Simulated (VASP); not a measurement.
# EuS (rocksalt type) (Fm-3m) in VASP: settings compared, part 2 of 2

VASP 6.6.1.

**4. Single point, PBE, collinear spin, ferromagnetic start (24.51 Å³/atom)**

This run uses another cell than the first one, of 24.51 Å³/atom.

File INCAR:

```
SYSTEM = EuS
ALGO = Normal ; EDIFF = 1E-6
ENCUT = 600 ; GGA = PE
GGA_COMPAT = .False. ; ISIF = 2
ISMEAR = -1 ; ISPIN = 2
LASPH = .True. ; LCHARG = .False.
LMAXMIX = 6 ; LORBIT = 11
LREAL = .False. ; LWAVE = .False.
MAGMOM = 7 0 ; NBANDS = 22
NELM = 200 ; PREC = Accurate
SIGMA = 0.08
```

File KPOINTS:

```
k-points
0
Gamma
  10 10 10
  0 0 0
```

File POSCAR:

```
EuS
1.0
    0.0000000000      2.9045980064      2.9045980064
    2.9045980064      0.0000000000      2.9045980064
    2.9045980064      2.9045980064      0.0000000000
Eu S
1 1
Direct
    0.0000000000      0.0000000000      0.0000000000
    0.5000000000      0.5000000000      0.5000000000
```

Potentials or basis: VASP PAW PBE potentials, release 64 (Eu, S).

Launch:

```bash
$ cat potpaw_PBE.64/Eu/POTCAR potpaw_PBE.64/S/POTCAR > POTCAR
$ mpirun -np 1 vasp_std > vasp.out
```

OUTCAR:

```text
SYSTEM = EuS
   EDIFF = 1E-6
   ENCUT = 600
   GGA = PE
   ISIF = 2
   ISMEAR = -1
   ISPIN = 2
   LASPH = .True.
   LORBIT = 11
   LREAL = .False.
   NELM = 200
   PREC = Accurate

 ion  position               nearest neighbor table
   1  0.000  0.000  0.000-   2 2.90   2 2.90   2 2.90   2 2.90   2 2.90   2 2.90
   2  0.500  0.500  0.500-   1 2.90   1 2.90   1 2.90   1 2.90   1 2.90   1 2.90

  LATTYP: Found a face centered cubic cell.
 ALAT       =     5.8091960128

  Lattice vectors:

 A1 = (   0.0000000000,   2.9045980064,   2.9045980064)
 A2 = (   2.9045980064,   0.0000000000,   2.9045980064)
 A3 = (   2.9045980064,   2.9045980064,   0.0000000000)

Analysis of symmetry for initial positions (statically):
=====================================================================
 Subroutine PRICEL returns:
 Original cell was already a primitive cell.

 Routine SETGRP: Setting up the symmetry group for a
 face centered cubic supercell.

[... 800 lines left out ...]
      6       2.1186      1.00000
[... 589 lines left out ...]
     21      11.9805      0.00000
     22      12.9795      0.00000

 [... further k-points ...]

------------------------ aborting loop because EDIFF is reached ----------------------------------------

  FORCE on cell =-STRESS in cart. coord.  units (eV):
  Direction    XX          YY          ZZ          XY          YZ          ZX
  --------------------------------------------------------------------------------------
  -------------------------------------------------------------------------------------
  Total        0.2697848      0.2697848      0.2697848      0.0000000      0.0000000     -0.0000000
  in kB        8.8194200      8.8194200      8.8194200      0.0000000      0.0000000     -0.0000000
  external PRESSURE =       8.8194200 kB  Pullay stress =       0.0000000 kB

 VOLUME and BASIS-vectors are now :
 -----------------------------------------------------------------------------
  energy-cutoff  :      600.00
  volume of cell :       49.01
      direct lattice vectors                 reciprocal lattice vectors
     0.000000000  2.904598006  2.904598006    -0.172140860  0.172140860  0.172140860
     2.904598006  0.000000000  2.904598006     0.172140860 -0.172140860  0.172140860
     2.904598006  2.904598006  0.000000000     0.172140860  0.172140860 -0.172140860

 POSITION                                       TOTAL-FORCE (eV/Angst)
 -----------------------------------------------------------------------------------
      0.00000      0.00000      0.00000        -0.000000      0.000000      0.000000
      2.90460      2.90460      2.90460         0.000000     -0.000000     -0.000000
 -----------------------------------------------------------------------------------
    total drift:                               -0.000000      0.000000      0.000000

  FREE ENERGIE OF THE ION-ELECTRON SYSTEM (eV)
  ---------------------------------------------------
  free  energy   TOTEN  =       -19.9385103882 eV

  energy  without entropy=      -19.9021955491  energy(sigma->0) =      -19.92035297

 total charge

# of ion       s       p       d       f       tot
--------------------------------------------------
    1        2.030   5.759   0.361   6.611  14.761
    2        1.317   2.452   0.000   0.000   3.769
--------------------------------------------------
tot          3.347   8.211   0.361   6.611  18.531

 magnetization (x)

# of ion       s       p       d       f       tot
--------------------------------------------------
    1       -0.014  -0.111   0.100   6.573   6.548
    2       -0.008  -0.066   0.000   0.000  -0.074
--------------------------------------------------
tot         -0.022  -0.178   0.100   6.573   6.474
```

OSZICAR:

```text
N       E                     dE             d eps       ncg     rms          rms(c)
DAV:   1     0.147615182826E+03    0.14762E+03   -0.94599E+03  5714   0.492E+03
DAV:   2     0.645708003511E+01   -0.14116E+03   -0.12372E+03  5654   0.392E+02
DAV:   3    -0.152785416649E+02   -0.21736E+02   -0.21266E+02  6088   0.116E+02
DAV:   4    -0.174640252358E+02   -0.21855E+01   -0.21682E+01  7832   0.249E+01
DAV:   5    -0.175637130830E+02   -0.99688E-01   -0.99554E-01  6894   0.696E+00    0.318E+01
DAV:   6    -0.206841819496E+02   -0.31205E+01   -0.32293E+00  5492   0.279E+01    0.191E+01
DAV:   7    -0.201383183706E+02    0.54586E+00   -0.44130E+00  6124   0.362E+01    0.126E+01
DAV:   8    -0.199884398261E+02    0.14988E+00   -0.27487E+00  5164   0.274E+01    0.994E+00
DAV:   9    -0.199441793956E+02    0.44260E-01   -0.32996E-01  6896   0.935E+00    0.352E+00
DAV:  10    -0.199387545347E+02    0.54249E-02   -0.35586E-02  7284   0.229E+00    0.156E+00
DAV:  11    -0.199392121833E+02   -0.45765E-03   -0.39158E-03  7316   0.721E-01    0.106E+00
DAV:  12    -0.199386437968E+02    0.56839E-03   -0.88182E-03  6866   0.147E+00    0.413E-01
DAV:  13    -0.199384784619E+02    0.16533E-03   -0.64965E-04  7178   0.327E-01    0.164E-01
DAV:  14    -0.199385028017E+02   -0.24340E-04   -0.62866E-05  7276   0.617E-02    0.128E-01
DAV:  15    -0.199385114505E+02   -0.86488E-05   -0.10638E-05  6210   0.267E-02    0.414E-02
DAV:  16    -0.199385100855E+02    0.13650E-05   -0.81716E-06  6476   0.423E-02    0.163E-02
DAV:  17    -0.199385103882E+02   -0.30269E-06   -0.21374E-06  4084   0.164E-02
   1 F= -.19938510E+02 E0= -.19920353E+02  d E =-.363148E-01  mag=     6.9327
```

Run time: 7.6 min. Hardware: 1 thread of Oxide Virtual Turin-like, shared host; peak memory 0.28 GiB.

Results:

```
Free energy                                           : -19.9385 eV
Pressure                                              : 0.9 GPa
Net moment                                            : 6.93 μB per cell
Site moments                                          : Eu +6.55; S -0.07 μB
Valence electrons inside the program's atomic spheres : Eu 14.76; S 3.77
```

Caveat: spin-orbit coupling is left out, which moves the levels of the heavy elements; a cell with one magnetic atom can't hold antiferromagnetic order, which such compounds often take; semilocal functionals describe open f shells poorly, which spoils levels, moments and volumes. With open d or f shells a metallic result of PBE can be an artefact of self-interaction; +U or a hybrid may open a gap.

**5. Single point, PBE, collinear spin, ferromagnetic start**

File INCAR:

```
PREC     = Accurate       # precision mode
ENCUT    = 600            # plane-wave cutoff, eV
EDIFF    = 1E-6           # SCF threshold, eV
ISMEAR   = -1             # smearing method
SIGMA    = 0.08           # smearing width, eV
LREAL    = False          # projectors in reciprocal space
LASPH    = True           # aspherical terms in the spheres
NELM     = 200            # most SCF steps
ALGO     = Normal         # electronic algorithm
ISIF     = 2              # what is computed and relaxed
LWAVE    = False          # write WAVECAR
LCHARG   = True           # write CHGCAR
ISPIN    = 2              # spin polarisation
MAGMOM   = 7 0            # initial moments
LORBIT   = 11             # projections on sites
LMAXMIX  = 6              # l up to which the mixer works
GGA      = PE             # functional
LELF     = True           # ELF
LVHAR    = True         
NBANDS   = 22             # bands
GGA_COMPAT= False
```

File KPOINTS:

```
Automatic mesh
0
Gamma
  10 10 10
```

File POSCAR:

```
EuS
1.0
    0.0000000000      2.9242242639      2.9242242639
    2.9242242639      0.0000000000      2.9242242639
    2.9242242639      2.9242242639      0.0000000000
Eu S
1 1
Direct
    0.0000000000      0.0000000000      0.0000000000
    0.5000000000      0.5000000000      0.5000000000
```

Launch:

```bash
$ cat potpaw_PBE.64/Eu/POTCAR potpaw_PBE.64/S/POTCAR > POTCAR
$ mpirun -np 1 vasp_std > vasp.out
```

Wall time 6.8 min (1 thread of Oxide Virtual Turin-like, shared host); peak memory 0.28 GiB.

It converged, with:

```
Free energy                                           : -19.9406 eV
Pressure                                              : -0.2 GPa
Net moment                                            : 6.94 μB per cell
Site moments                                          : Eu +6.56; S -0.07 μB
Valence electrons inside the program's atomic spheres : Eu 14.75; S 3.76
```

Levels at points of the mesh, in eV from the Fermi level:
Spin up:
```
           k point  band 13  band 14  band 15  band 16  band 17  band 18
(0.00, 0.00, 0.00)     0.01     0.01     0.01     0.97     0.97     0.97
(0.50, 0.00, 0.00)    -0.40    -0.36    -0.35     3.05     3.33     3.74
(0.50, 0.50, 0.00)    -0.42    -0.37    -0.16    -0.16     3.10     3.48
```
Spin down:
```
           k point  band 5  band 6  band 7  band 8  band 9  band 10  band 11  band 12
(0.00, 0.00, 0.00)  -13.65   -2.68   -2.68   -2.68    1.69     1.74     1.74     1.74
(0.50, 0.00, 0.00)  -12.53   -5.35   -3.92   -3.92    2.83     3.96     3.96     4.15
(0.50, 0.50, 0.00)  -13.29   -3.80   -3.02   -3.02   -0.35     3.96     4.14     4.19
```

Caveat: spin-orbit coupling is left out, which moves the levels of the heavy elements; a cell with one magnetic atom can't hold antiferromagnetic order, which such compounds often take; semilocal functionals describe open f shells poorly, which spoils levels, moments and volumes.

**6. Single point, PBE, collinear spin, ferromagnetic start**

File INCAR:

```
SYSTEM = EuS
PREC     = Accurate       ! precision mode
ENCUT    = 600            ! plane-wave cutoff, eV
EDIFF    = 1E-6           ! SCF threshold, eV
ISMEAR   = -1             ! smearing method
SIGMA    = 0.08           ! smearing width, eV
LREAL    = .False.        ! projectors in reciprocal space
LASPH    = .True.         ! aspherical terms in the spheres
NELM     = 200            ! most SCF steps
ALGO     = Normal         ! electronic algorithm
ISIF     = 2              ! what is computed and relaxed
LWAVE    = .False.        ! write WAVECAR
LCHARG   = .True.         ! write CHGCAR
ISPIN    = 2              ! spin polarisation
MAGMOM   = 7 0            ! initial moments
LORBIT   = 11             ! projections on sites
LMAXMIX  = 6              ! l up to which the mixer works
GGA      = PE             ! functional
LELF     = .True.         ! ELF
LVHAR    = .True.       
NBANDS   = 22             ! bands
GGA_COMPAT= .False.
```

File KPOINTS:

```
regular mesh
0
Gamma
  10 10 10
  0 0 0
```

POSCAR is that of step 5.

Potentials or basis: VASP PAW PBE potentials, release 64 (Eu, S).

Launch:

```bash
$ cat potpaw_PBE.64/Eu/POTCAR potpaw_PBE.64/S/POTCAR > POTCAR
$ mpirun -np 1 vasp_std > vasp.out
```

OUTCAR:

```text
SYSTEM = EuS
   PREC = Accurate
   ENCUT = 600
   EDIFF = 1E-6
   ISMEAR = -1
   LREAL = .False.
   LASPH = .True.
   NELM = 200
   ISIF = 2
   ISPIN = 2
   LORBIT = 11
   GGA = PE

 ion  position               nearest neighbor table
   1  0.000  0.000  0.000-   2 2.92   2 2.92   2 2.92   2 2.92   2 2.92   2 2.92
   2  0.500  0.500  0.500-   1 2.92   1 2.92   1 2.92   1 2.92   1 2.92   1 2.92

  LATTYP: Found a face centered cubic cell.
 ALAT       =     5.8484485278

  Lattice vectors:

 A1 = (   0.0000000000,   2.9242242639,   2.9242242639)
 A2 = (   2.9242242639,   0.0000000000,   2.9242242639)
 A3 = (   2.9242242639,   2.9242242639,   0.0000000000)

Analysis of symmetry for initial positions (statically):
=====================================================================
 Subroutine PRICEL returns:
 Original cell was already a primitive cell.

 Routine SETGRP: Setting up the symmetry group for a
 face centered cubic supercell.

 Subroutine GETGRP returns: Found 48 space group operations
 (whereof 48 operations were pure point group operations)
 out of a pool of 48 trial point group operations.

The static configuration has the point symmetry O_h .

Analysis of symmetry for dynamics (positions and initial velocities):
=====================================================================
 Subroutine PRICEL returns:
 Original cell was already a primitive cell.

 Routine SETGRP: Setting up the symmetry group for a
 face centered cubic supercell.

 Subroutine GETGRP returns: Found 48 space group operations
 (whereof 48 operations were pure point group operations)
 out of a pool of 48 trial point group operations.

The dynamic configuration has the point symmetry O_h .

Analysis of structural, dynamic, and magnetic symmetry:
[... 150 lines left out ...]

 Free energy of the ion-electron system (eV)
  ---------------------------------------------------
  ext. energy  EPLUGINS =         0.00000000
  ---------------------------------------------------
  free energy    TOTEN  =       -19.94055526 eV

  energy without entropy =      -19.90490036  energy(sigma->0) =      -19.92272781

 E-fermi :   4.6706     XC(G=0):  -9.9077

 val. band max:        4.6186292801   @ k =   0.5000   0.4000   0.0000
 cond. band min:       4.6845342296   @ k =   0.0000   0.0000   0.0000
 fundamental gap:      0.0659049495
 Fermi energy:         4.6706049654

 spin component 1

 k-point     1 :       0.0000    0.0000    0.0000
  band No.  band energies     occupation
      1     -36.8503      1.00000
      2     -15.5372      1.00000
      3     -15.5372      1.00000
      4     -15.5372      1.00000
      5      -9.0005      1.00000
      6       1.8113      1.00000
[... 589 lines left out ...]
     21      10.8640      0.00000
     22      11.9007      0.00000

 [... further k-points ...]

 spin component 2

 k-point     1 :       0.0000    0.0000    0.0000
  band No.  band energies     occupation
      1     -33.7880      1.00000
      2     -13.2981      1.00000
      3     -13.2981      1.00000
      4     -13.2981      1.00000
      5      -8.9825      1.00000
      6       1.9951      1.00000
[... 589 lines left out ...]
     21      11.7291      0.00000
     22      12.6954      0.00000

 [... further k-points ...]

------------------------ aborting loop because EDIFF is reached ----------------------------------------

  FORCE on cell =-STRESS in cart. coord.  units (eV):
  Direction    XX          YY          ZZ          XY          YZ          ZX
  --------------------------------------------------------------------------------------
  -------------------------------------------------------------------------------------
  Total       -0.0683689     -0.0683689     -0.0683689      0.0000000      0.0000000     -0.0000000
  in kB       -2.1903170     -2.1903170     -2.1903170      0.0000000      0.0000000     -0.0000000
  external PRESSURE =      -2.1903170 kB  Pullay stress =       0.0000000 kB

 VOLUME and BASIS-vectors are now :
 -----------------------------------------------------------------------------
  energy-cutoff  :      600.00
  volume of cell :       50.01
      direct lattice vectors                 reciprocal lattice vectors
     0.000000000  2.924224264  2.924224264    -0.170985518  0.170985518  0.170985518
     2.924224264  0.000000000  2.924224264     0.170985518 -0.170985518  0.170985518
     2.924224264  2.924224264  0.000000000     0.170985518  0.170985518 -0.170985518

 POSITION                                       TOTAL-FORCE (eV/Angst)
 -----------------------------------------------------------------------------------
      0.00000      0.00000      0.00000        -0.000000     -0.000000     -0.000000
      2.92422      2.92422      2.92422         0.000000      0.000000      0.000000
 -----------------------------------------------------------------------------------
    total drift:                               -0.000000      0.000000      0.000000

  FREE ENERGIE OF THE ION-ELECTRON SYSTEM (eV)
  ---------------------------------------------------
  free  energy   TOTEN  =       -19.9405552649 eV

  energy  without entropy=      -19.9049003642  energy(sigma->0) =      -19.92272781

 total charge

# of ion       s       p       d       f       tot
--------------------------------------------------
    1        2.030   5.758   0.346   6.621  14.754
    2        1.317   2.446   0.000   0.000   3.763
--------------------------------------------------
tot          3.346   8.204   0.346   6.621  18.517

 magnetization (x)

# of ion       s       p       d       f       tot
--------------------------------------------------
    1       -0.014  -0.112   0.098   6.585   6.557
    2       -0.007  -0.066   0.000   0.000  -0.073
--------------------------------------------------
tot         -0.022  -0.177   0.098   6.585   6.484
```

stdout:

```text
POSCAR found type information on POSCAR EuS
 POSCAR found :  2 types and       2 ions
 scaLAPACK will be used
 LDA part: xc-table for (Slater+PW92), standard interpolation
 POSCAR, INCAR and KPOINTS ok, starting setup
 FFT: planning ... GRIDC
 FFT: planning ... GRID_SOFT
 FFT: planning ... GRID
 WAVECAR not read
 entering main loop
```

It took 7.3 min on 1 thread of Oxide Virtual Turin-like, shared host; peak memory 0.28 GiB.

What came out:

```
Free energy                                           : -19.9406 eV
Pressure                                              : -0.2 GPa
Net moment                                            : 6.94 μB per cell
Site moments                                          : Eu +6.56; S -0.07 μB
Valence electrons inside the program's atomic spheres : Eu 14.75; S 3.76
```

Caveat: spin-orbit coupling is left out, which moves the levels of the heavy elements; a cell with one magnetic atom can't hold antiferromagnetic order, which such compounds often take; semilocal functionals describe open f shells poorly, which spoils levels, moments and volumes.

**7. Summary**

| level | cell | smearing | gap on the mesh (eV) | pressure (GPa) | moment (μB) |
| --- | --- | --- | --- | --- | --- |
| PBEsol | a = 4.135 Å, angles 60.0°, 2 atoms | methfessel-paxton 0.005 eV | none | -3.5 | 6.95 |
| PBE | a = 4.080 Å, angles 60.0°, 2 atoms | fermi-dirac 0.08 eV | none | 2.1 | 6.92 |
| PBE | a = 4.108 Å, angles 60.0°, 2 atoms | fermi-dirac 0.08 eV | none | 0.9 | 6.93 |
| PBE | a = 4.135 Å, angles 60.0°, 2 atoms | fermi-dirac 0.08 eV | none | -0.2 | 6.94 |

Alike in all rows: task single point; potentials or basis VASP PAW PBE potentials, release 64 (Eu, S); spin collinear, ferromagnetic start; k mesh 10 × 10 × 10; cutoff (eV) 600.

Caveats: spin-orbit coupling is left out, which moves the levels of the heavy elements; a cell with one magnetic atom can't hold antiferromagnetic order, which such compounds often take; semilocal functionals describe open f shells poorly, which spoils levels, moments and volumes; the cell stands under tension (at least some runs); the PAW data sets were made with another functional, which shifts forces and pressure a little (at least some runs).

Total energies depend on the potentials used, so only differences within one code and one set of settings carry meaning.

The gap in the log of VASP goes by the Fermi energy; the results here count the filled bands.